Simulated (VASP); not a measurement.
# Co (P-3m1) in VASP: notebook

Co is run at these levels: PBE; tasks: single point.

Everything below comes from runs of VASP 6.6.1. Logs are shortened: lines on timing, memory, paths and dates and some standing lists are left out, and cuts for length are marked.

### Step 1. The cell of the first run

It takes space group P-3m1 (No. 164, trigonal). Conventional cell: a = 2.487 Å, b = 2.487 Å, c = 4.063 Å, α = 90.00°, β = 90.00°, γ = 120.00°. Within 3.2 Å of Co (site symmetry 3m) lie 12 Co at 2.42 to 2.55 Å.

### Step 2. Single point, PBE, collinear spin, ferromagnetic start

Contents of INCAR:

```
SYSTEM = Co
ALGO = Normal
EDIFF = 1E-7
ENCUT = 520
GGA = PE
ISIF = 2
ISMEAR = -1
ISPIN = 2
LASPH = .TRUE.
LCHARG = .FALSE.
LMAXMIX = 4
LORBIT = 11
LREAL = .FALSE.
LWAVE = .FALSE.
MAGMOM = 1.145 1.145
NBANDS = 20
NELM = 150
NUPDOWN = 2.29
PREC = Accurate
SIGMA = 0.08
```

Contents of KPOINTS:

```
k-points
0
G
  15 15 8
  0 0 0
```

Contents of POSCAR:

```
Co
1.0
    2.4873648738      0.0000000000      0.0000000000
   -1.2436824369      2.1541211692      0.0000000000
    0.0000000000      0.0000000000      4.0632895034
Co
2
Direct
    0.6666666667      0.3333333333      0.2598610000
    0.3333333333      0.6666666667      0.7401390000
```

Potentials or basis: VASP PAW PBE potentials, release 64 (Co).

Run with:

```console
cat potpaw_PBE.64/Co/POTCAR > POTCAR
mpirun -np 1 vasp_std > vasp.out
```

OUTCAR:

```text
SYSTEM = Co
   EDIFF = 1E-7
   ENCUT = 520
   GGA = PE
   ISIF = 2
   ISMEAR = -1
   ISPIN = 2
   LASPH = .TRUE.
   LORBIT = 11
   LREAL = .FALSE.
   NELM = 150
   NUPDOWN = 2.29
   PREC = Accurate

 ion  position               nearest neighbor table
   1  0.667  0.333  0.260-   2 2.42   2 2.42   2 2.42   2 2.55   2 2.55   2 2.55
   2  0.333  0.667  0.740-   1 2.42   1 2.42   1 2.42   1 2.55   1 2.55   1 2.55

  LATTYP: Found a hexagonal cell.
 ALAT       =     2.4873648738
 C/A-ratio  =     1.6335719565

  Lattice vectors:

 A1 = (   2.4873648738,   0.0000000000,   0.0000000000)
 A2 = (  -1.2436824369,   2.1541211692,   0.0000000000)
 A3 = (   0.0000000000,   0.0000000000,   4.0632895034)

Analysis of symmetry for initial positions (statically):
=====================================================================
 Subroutine PRICEL returns:
 Original cell was already a primitive cell.

 Routine SETGRP: Setting up the symmetry group for a
 hexagonal supercell.

 Subroutine GETGRP returns: Found 12 space group operations
 (whereof 12 operations were pure point group operations)
 out of a pool of 24 trial point group operations.

The static configuration has the point symmetry D_3d.

Analysis of symmetry for dynamics (positions and initial velocities):
=====================================================================
 Subroutine PRICEL returns:
 Original cell was already a primitive cell.

 Routine SETGRP: Setting up the symmetry group for a
 hexagonal supercell.

 Subroutine GETGRP returns: Found 12 space group operations
 (whereof 12 operations were pure point group operations)
 out of a pool of 24 trial point group operations.

The dynamic configuration has the point symmetry D_3d.

Analysis of structural, dynamic, and magnetic symmetry:
=====================================================================
 Subroutine PRICEL returns:
 Original cell was already a primitive cell.

 Routine SETGRP: Setting up the symmetry group for a
 hexagonal supercell.

 Subroutine GETGRP returns: Found 12 space group operations
 (whereof 12 operations were pure point group operations)
 out of a pool of 24 trial point group operations.

The overall configuration has the point symmetry D_3d.

 Subroutine INISYM returns: Found 12 space group operations
 (whereof 12 operations are pure point group operations),
 and found     1 'primitive' translations

----------------------------------------------------------------------------------------

                                     Primitive cell

  volume of cell :      21.7715

  direct lattice vectors                    reciprocal lattice vectors
     2.487364874  0.000000000  0.000000000     0.402031889  0.232113220  0.000000000
    -1.243682437  2.154121169  0.000000000     0.000000000  0.464226439  0.000000000
     0.000000000  0.000000000  4.063289503     0.000000000  0.000000000  0.246106018

  length of vectors
     2.487364874  2.487364874  4.063289503     0.464226439  0.464226439  0.246106018

  position of ions in fractional coordinates (direct lattice)
     0.666666667  0.333333333  0.259861000
     0.333333333  0.666666667  0.740139000

  ion indices of the primitive-cell ions
   primitive index   ion index
                 1           1
                 2           2

----------------------------------------------------------------------------------------

 KPOINTS: k-points

Automatic generation of k-mesh.
 Grid dimensions read from file:
 generate k-points for:   15   15    8

 Generating k-lattice:

  Cartesian coordinates                     Fractional coordinates (reciprocal lattice)
     0.026802126  0.015474215  0.000000000     0.066666667  0.000000000  0.000000000
     0.000000000  0.030948429  0.000000000     0.000000000  0.066666667  0.000000000
     0.000000000  0.000000000  0.030763252     0.000000000  0.000000000  0.125000000

  Length of vectors
     0.030948429  0.030948429  0.030763252

  Shift w.r.t. Gamma in fractional coordinates (k-lattice)
     0.000000000  0.000000000  0.000000000

 Subroutine IBZKPT returns following result:
 ===========================================

 Found    192 irreducible k-points:

 Following reciprocal coordinates:
            Coordinates               Weight
  0.000000  0.000000  0.000000      1.000000
  0.066667 -0.000000  0.000000      6.000000
  0.133333 -0.000000  0.000000      6.000000
  0.200000 -0.000000  0.000000      6.000000
  0.266667 -0.000000  0.000000      6.000000
  0.333333 -0.000000  0.000000      6.000000
[... 16 lines left out ...]
  0.333333  0.200000  0.000000     12.000000
  0.400000  0.200000  0.000000      6.000000
 [... further k-points ...]
   k-points           NKPTS =    192   k-points in BZ     NKDIM =    192   number of bands    NBANDS=     20
   number of dos      NEDOS =    301   number of ions     NIONS =      2
   total plane-waves  NPLWV =   9720
   dimension x,y,z NGX =    18 NGY =   18 NGZ =   30
   dimension x,y,z NGXF=    36 NGYF=   36 NGZF=   60
   ions per type =               2
   NGX,Y,Z   is equivalent  to a cutoff of  12.03, 12.03, 12.27 a.u.
   NGXF,Y,Z  is equivalent  to a cutoff of  24.06, 24.06, 24.55 a.u.
 SYSTEM =  Co
   PREC   = accura    normal or accurate (medium, high low for compatibility)
   ISTART =      0    job   : 0-new  1-cont  2-samecut
   ICHARG =      2    charge: 1-file 2-atom 10-const
   ISPIN  =      2    spin polarized calculation?
   LNONCOLLINEAR =      F non collinear calculations
   LSORBIT =      F    spin-orbit coupling
   LASPH  =      T    aspherical Exc in radial PAW
   ENCUT  =  520.0 eV  38.22 Ry    6.18 a.u.   4.62  4.62  7.56*2*pi/ulx,y,z
   NELM   =    150;   NELMIN=  2; NELMDL= -5     # of ELM steps
   EDIFF  = 0.1E-06   stopping-criterion for ELM
   LREAL  =      F    real-space projection
   EDIFFG = 0.1E-05   stopping-criterion for IOM
   NSW    =      0    number of steps for IOM
   IBRION =     -1    ionic relax: 0-MD 1-quasi-New 2-CG
   NFREE  =      0    steps in history (QN), initial steepest desc. (CG)
   ISIF   =      2    stress and relaxation
   ISYM   =      2    0-nonsym 1-usesym 2-fastsym
   POTIM  = 0.5000    time-step for ionic-motion
   TEBEG  =    0.0;   TEEND  =   0.0 temperature during run
   PSTRESS=    0.0 pullay stress
   NELECT =      18.0000    total number of electrons
   NUPDOWN=       2.2900    fix difference up-down
   EMIN   =  10.00;   EMAX   =-10.00  energy-range for DOS
   EFERMI =   0.00;   METHOD = LEGACY
   ISMEAR =    -1;   SIGMA  =   0.08  broadening in eV -4-tet -1-fermi 0-gaus
   EFERMI_NEDOS =   21; number of points for ismear=-14 and -15
   IALGO  =     38    algorithm
   IMIX   =      4    mixing-type and parameters
     AMIX     =   0.40;   BMIX     =  1.00
     AMIX_MAG =   1.60;   BMIX_MAG =  1.00
  volume/ion in A,a.u.               =      10.89        73.46
  Fermi-wavevector in a.u.,A,eV,Ry     =   1.536514  2.903591 32.121660  2.360875
  Thomas-Fermi vector in A             =   2.643152
   LORBIT       =     11    0 simple, 1 ext, 2 COOP (PROOUT), +10 PAW based schemes
   GGA     = PE    functional components
   LHFCALC =     F    Hartree Fock is set to
   AEXX    =    0.0000 exact exchange contribution
   IVDW    =     0    specifies the selected vdW correction
   LEPSILON=     F    determine dielectric tensor
   LRPA    =     F    only Hartree local field effects (RPA)
 spin polarized calculation
  energy-cutoff  :      520.00
  volume of cell :       21.77
 maximum number of plane-waves:       600
   NGX =  9   NGY =  9   NGZ = 15

 number of electron      17.9999996 magnetization       2.2899999

 Free energy of the ion-electron system (eV)
  ---------------------------------------------------
  ext. energy  EPLUGINS =         0.00000000
  ---------------------------------------------------
  free energy    TOTEN  =       -13.91179084 eV

  energy without entropy =      -13.82528254  energy(sigma->0) =      -13.86853669

 E-fermi :  10.2559     XC(G=0): -13.3862

 val. band max:       10.2558906630   @ k =   0.0000   0.2667   0.2500
 cond. band min:       9.8468192820   @ k =   0.3333   0.2000   0.3750
 fundamental gap:     -0.4090713810
 Fermi energy:         9.8460649633

 spin component 1

 k-point     1 :       0.0000    0.0000    0.0000
  band No.  band energies     occupation
      1       1.3384      1.00000
      2       5.2001      1.00000
      3       7.7560      1.00000
      4       7.8148      1.00000
      5       7.8148      1.00000
      6       8.1035      1.00000
[... 12 lines left out ...]
     19      36.2956      0.00000
     20      36.2956      0.00000
[... 507 lines left out ...]
 k-point    24 :       0.4000    0.2000    0.0000
  band No.  band energies     occupation
      1       5.9902      1.00000
      2       6.1233      1.00000
      3       6.1566      1.00000
      4       7.1356      1.00000
      5       7.5228      1.00000
      6       7.7262      1.00000
[... 12 lines left out ...]
     19      29.5711      0.00000
     20      39.1423      0.00000

 [... further k-points ...]

 spin component 2

 k-point     1 :       0.0000    0.0000    0.0000
  band No.  band energies     occupation
      1       1.2891      1.00000
      2       5.8533      1.00000
      3       8.9029      1.00000
      4       8.9849      1.00000
      5       8.9849      1.00000
      6       9.2965      0.99999
[... 12 lines left out ...]
     19      36.4614      0.00000
     20      36.4614      0.00000
[... 507 lines left out ...]
 k-point    24 :       0.4000    0.2000    0.0000
  band No.  band energies     occupation
      1       6.7723      1.00000
      2       6.8880      1.00000
      3       7.0222      1.00000
      4       7.7488      1.00000
      5       8.6633      1.00000
      6       8.8135      1.00000
[... 12 lines left out ...]
     19      29.7841      0.00000
     20      39.3080      0.00000

 [... further k-points ...]

------------------------ aborting loop because EDIFF is reached ----------------------------------------

  FORCE on cell =-STRESS in cart. coord.  units (eV):
  Direction    XX          YY          ZZ          XY          YZ          ZX
  --------------------------------------------------------------------------------------
  -------------------------------------------------------------------------------------
  Total       -0.6477165     -0.6477165     -1.0665166      0.0000000      0.0000000      0.0000000
  in kB      -47.6659395    -47.6659395    -78.4857499      0.0000000      0.0000000      0.0000000
  external PRESSURE =     -57.9392096 kB  Pullay stress =       0.0000000 kB

 VOLUME and BASIS-vectors are now :
 -----------------------------------------------------------------------------
  energy-cutoff  :      520.00
  volume of cell :       21.77
      direct lattice vectors                 reciprocal lattice vectors
     2.487364874  0.000000000  0.000000000     0.402031889  0.232113220  0.000000000
    -1.243682437  2.154121169  0.000000000     0.000000000  0.464226439  0.000000000
     0.000000000  0.000000000  4.063289503     0.000000000  0.000000000  0.246106018

 POSITION                                       TOTAL-FORCE (eV/Angst)
 -----------------------------------------------------------------------------------
      1.24368      0.71804      1.05589         0.000000     -0.000000     -0.603242
     -0.00000      1.43608      3.00740        -0.000000      0.000000      0.603242
 -----------------------------------------------------------------------------------
    total drift:                                0.000000     -0.000000     -0.000000

  FREE ENERGIE OF THE ION-ELECTRON SYSTEM (eV)
  ---------------------------------------------------
  free  energy   TOTEN  =       -13.9117908410 eV

  energy  without entropy=      -13.8252825409  energy(sigma->0) =      -13.86853669

 total charge

# of ion       s       p       d       tot
------------------------------------------
    1        0.483   0.514   7.277   8.274
    2        0.483   0.514   7.277   8.274
--------------------------------------------------
tot          0.966   1.029  14.553  16.548

 magnetization (x)

# of ion       s       p       d       tot
------------------------------------------
    1       -0.016  -0.050   1.231   1.166
    2       -0.016  -0.050   1.231   1.166
--------------------------------------------------
tot         -0.031  -0.099   2.463   2.332
```

Run time: 3.9 min. Hardware: 1 thread of Intel Xeon 8259CL, shared host; peak memory 0.23 GiB.

Results:

```yaml
Free_energy: -13.9118 eV
Pressure: -5.8 GPa
Largest_force: 0.603 eV/Å
Net_moment: 2.29 μB per cell
Site_moments: Co +1.17 μB
Valence_electrons_inside_the_program's_atomic_spheres: Co 8.27
```

Forces in eV/Å, atoms in the order of the input:
```
Co   0.000  0.000 -0.603
Co   0.000  0.000  0.603
```

Caveat: the cell stands under tension; the total moment is fixed, so each spin has its own Fermi level.

### Step 3. Single point, PBE, collinear spin, ferromagnetic start

Contents of INCAR:

```
SYSTEM = Co
ALGO = Normal
EDIFF = 1E-6
ENCUT = 520
GGA = PE
ISIF = 2
ISMEAR = -1
ISPIN = 2
LASPH = .True.
LCHARG = .False.
LMAXMIX = 4
LORBIT = 11
LREAL = .False.
LWAVE = .False.
MAGMOM = 1.39 1.39
NBANDS = 20
NELM = 150
NUPDOWN = 2.78
PREC = Accurate
SIGMA = 0.08
```

Contents of KPOINTS:

```
k-points
0
Gamma
  15 15 8
  0 0 0
```

POSCAR is that of step 2.

Potentials or basis: VASP PAW PBE potentials, release 64 (Co).

Run with:

```console
cat potpaw_PBE.64/Co/POTCAR > POTCAR
mpirun -np 1 vasp_std > vasp.out
```

It took 3.5 min on 1 thread of Intel Xeon 8259CL, shared host; peak memory 0.22 GiB.

Results (log left out):

```
Free energy                                           : -14.0118 eV
Pressure                                              : -3.2 GPa
Largest force                                         : 0.560 eV/Å
Net moment                                            : 2.78 μB per cell
Site moments                                          : Co +1.41 μB
Valence electrons inside the program's atomic spheres : Co 8.28
```

Forces on the atoms (eV/Å):
```
Co   0.000  0.000 -0.560
Co   0.000  0.000  0.560
```

Stress tensor (GPa, compression positive):
```
-2.25  0.00  0.00
 0.00 -2.25  0.00
 0.00  0.00 -5.22
```

Caveat: the cell stands under tension; the total moment is fixed, so each spin has its own Fermi level.

### Step 4. Single point, PBE, collinear spin, ferromagnetic start

Contents of INCAR:

```
ALGO     = Normal         # electronic algorithm
EDIFF    = 1E-7           # SCF threshold, eV
ENCUT    = 520            # plane-wave cutoff, eV
GGA      = PE             # functional
ISIF     = 2              # what is computed and relaxed
ISMEAR   = -1             # smearing method
ISPIN    = 2              # spin polarisation
LASPH    = True           # aspherical terms in the spheres
LCHARG   = False          # write CHGCAR
LMAXMIX  = 4              # l up to which the mixer works
LORBIT   = 11             # projections on sites
LREAL    = False          # projectors in reciprocal space
LWAVE    = False          # write WAVECAR
MAGMOM   = 1.39 1.39      # initial moments
NBANDS   = 20             # bands
NELM     = 150            # most SCF steps
NUPDOWN  = 2.78           # fixed moment
PREC     = Accurate       # precision mode
SIGMA    = 0.08           # smearing width, eV
```

Contents of KPOINTS:

```
k-points
0
Gamma
  15 15 8
```

POSCAR is that of step 3.

Run with:

```console
cat potpaw_PBE.64/Co/POTCAR > POTCAR
mpirun -np 1 vasp_std > vasp.out
```

Wall time 3.8 min (1 thread of Intel Xeon 8259CL, shared host); peak memory 0.23 GiB.

The run converged. Its results:

```yaml
Free_energy: -14.0118 eV
Pressure: -3.2 GPa
Largest_force: 0.560 eV/Å
Net_moment: 2.78 μB per cell
Site_moments: Co +1.41 μB
Valence_electrons_inside_the_program's_atomic_spheres: Co 8.28
```

Forces on the atoms (eV/Å):
```
Co   0.000  0.000 -0.560
Co   0.000  0.000  0.560
```

Stress tensor (GPa, compression positive):
```
-2.20  0.00  0.00
 0.00 -2.20  0.00
 0.00  0.00 -5.18
```

Caveat: the cell stands under tension; the total moment is fixed, so each spin has its own Fermi level.

### Step 5. Single point, PBE, collinear spin, ferromagnetic start

Contents of INCAR:

```
PREC     = Accurate       # precision mode
ENCUT    = 520            # plane-wave cutoff, eV
EDIFF    = 1E-7           # SCF threshold, eV
ISMEAR   = -1             # smearing method
SIGMA    = 0.08           # smearing width, eV
LREAL    = F              # projectors in reciprocal space
LASPH    = T              # aspherical terms in the spheres
NELM     = 150            # most SCF steps
ALGO     = Normal         # electronic algorithm
ISIF     = 2              # what is computed and relaxed
LWAVE    = F              # write WAVECAR
LCHARG   = F              # write CHGCAR
ISPIN    = 2              # spin polarisation
MAGMOM   = 1.795 1.795    # initial moments
LORBIT   = 11             # projections on sites
NUPDOWN  = 3.59           # fixed moment
LMAXMIX  = 4              # l up to which the mixer works
GGA      = PE             # functional
NBANDS   = 20             # bands
```

Contents of KPOINTS:

```
Automatic mesh
0
Gamma
  15 15 8
```

POSCAR is that of step 4.

Run with:

```console
cat potpaw_PBE.64/Co/POTCAR > POTCAR
mpirun -np 1 vasp_std > vasp.out
```

It took 4.5 min on 1 thread of Intel Xeon 8259CL, shared host; peak memory 0.22 GiB.

The run converged. Its results:

```
Free energy                                           : -14.0082 eV
Pressure                                              : 3.2 GPa
Largest force                                         : 0.470 eV/Å
Net moment                                            : 3.59 μB per cell
Site moments                                          : Co +1.80 μB
Valence electrons inside the program's atomic spheres : Co 8.27
```

Forces in eV/Å, atoms in the order of the input:
```
Co   0.000  0.000 -0.470
Co   0.000  0.000  0.470
```

Stress tensor (GPa, compression positive):
```
3.44 0.00 0.00
0.00 3.44 0.00
0.00 0.00 2.77
```

Caveat: the cell stands under pressure; the total moment is fixed, so each spin has its own Fermi level.

### Step 6. Single point, PBE, collinear spin, ferromagnetic start

Contents of INCAR:

```
SYSTEM = Co
PREC     = Accurate       ! precision mode
ENCUT    = 520            ! plane-wave cutoff, eV
EDIFF    = 1E-6           ! SCF threshold, eV
ISMEAR   = -1             ! smearing method
SIGMA    = 0.08           ! smearing width, eV
LREAL    = .False.        ! projectors in reciprocal space
LASPH    = .True.         ! aspherical terms in the spheres
NELM     = 150            ! most SCF steps
ALGO     = Normal         ! electronic algorithm
ISIF     = 2              ! what is computed and relaxed
LWAVE    = .False.        ! write WAVECAR
LCHARG   = .True.         ! write CHGCAR
ISPIN    = 2              ! spin polarisation
MAGMOM   = 1.795 1.795    ! initial moments
LORBIT   = 11             ! projections on sites
NUPDOWN  = 3.59           ! fixed moment
LMAXMIX  = 4              ! l up to which the mixer works
GGA      = PE             ! functional
LELF     = .True.         ! ELF
LVHAR    = .True.       
NBANDS   = 20             ! bands
```

Contents of KPOINTS:

```
Automatic mesh
0
Gamma
  15 15 8
  0 0 0
```

POSCAR is that of step 5.

Potentials or basis: VASP PAW PBE potentials, release 64 (Co).

Run with:

```console
cat potpaw_PBE.64/Co/POTCAR > POTCAR
mpirun -np 1 vasp_std > vasp.out
```

It took 3.5 min on 1 thread of Intel Xeon 8259CL, shared host; peak memory 0.22 GiB.

It converged, with:

* Free energy: -14.0082 eV
* Pressure: 3.2 GPa
* Largest force: 0.469 eV/Å
* Net moment: 3.59 μB per cell
* Site moments: Co +1.80 μB
* Valence electrons inside the program's atomic spheres: Co 8.27

Forces in eV/Å, atoms in the order of the input:
```
Co   0.000  0.000 -0.469
Co   0.000  0.000  0.469
```

Stress tensor (GPa, compression positive):
```
3.40 0.00 0.00
0.00 3.40 0.00
0.00 0.00 2.72
```

Caveat: the cell stands under pressure; the total moment is fixed, so each spin has its own Fermi level.

### Step 7. Summary

```csv
fixed moment (μB),pressure (GPa),moment (μB),largest force (eV/Å)
2.29,-5.8,2.29,0.60
2.78,-3.2,2.78,0.56
3.59,3.2,3.59,0.47
```

Alike in all rows: task single point; level PBE; potentials or basis VASP PAW PBE potentials, release 64 (Co); spin collinear, ferromagnetic start; cell as given; k mesh 15 × 15 × 8; cutoff (eV) 520; smearing fermi-dirac 0.08 eV.

Caveats: the total moment is fixed, so each spin has its own Fermi level; the cell stands under tension (at least some runs); the cell stands under pressure (at least some runs).

Absolute energies hang on the potentials; compare differences alone.
